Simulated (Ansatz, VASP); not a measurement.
# One calculation of Y, two programs

```
Y
1.0
     3.25982    0.00000    0.00000
    -1.62991    2.82308    0.00000
     0.00000    0.00000    3.11043
Y
1
Cartesian
  0.0000 0.0000 0.0000
```

Change from the starting cell: volume scaled by 0.85, LAPW.

Alike in both runs: task single point; functional PBE; k mesh 14 × 14 × 13; occupations fermi-dirac, width 0.05 eV; no spin polarisation.

```csv
,VASP,Ansatz
version,VASP 6.6.1,Ansatz 0.2.0
potentials or method,"VASP PAW PBE potentials, release 64 (Y_sv), cutoff 520 eV","all-electron LAPW, scalar-relativistic"
```

Ansatz gave:

* pressure (GPa): 6.6
* traceless stress, the component that is largest in VASP (GPa): -0.01

What did VASP give for the same quantities?

Pressure (GPa): 6.5; traceless stress, the component that is largest in VASP (GPa): 0.09.

Ansatz ran all-electron here, and VASP with PAW potentials.
